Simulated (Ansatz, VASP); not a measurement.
Pt: VASP beside Ansatz

```xyz
1
Lattice="0.0000 1.9071 1.9071 1.9071 0.0000 1.9071 1.9071 1.9071 0.0000" Properties=species:S:1:pos:R:3 pbc="T T T"
Pt    0.0000    0.0000    0.0000
```

Alike in both runs: task single point; functional LDA; k mesh 22 × 22 × 22; occupations gaussian, width 0.15 eV; no spin polarisation.

|  | VASP | Ansatz |
| --- | --- | --- |
| version | VASP 6.6.1 | Ansatz 0.2.0 |
| potentials or method | VASP PAW LDA potentials, release 64 (Pt), cutoff 520 eV | scalar-relativistic, plane waves, PAW |
| valence electrons in the cell | 10 | 18 |

|  | VASP | Ansatz | Ansatz less VASP |
| --- | --- | --- | --- |
| gap on the k mesh at the Fermi level (eV) | none | none | - |
| pressure (GPa) | 23.6 | 22.5 | -1.04 |

LDA's correlation is that of Perdew and Zunger in VASP and of Perdew and Wang (1992) in Ansatz. A gap of «none» marks a metal or a gap that the smearing closes. VASP's potentials hold 10 valence electrons a cell and Ansatz's 18, so a difference there can come from the potentials and not from the codes.

Neither program's run includes spin-orbit coupling.
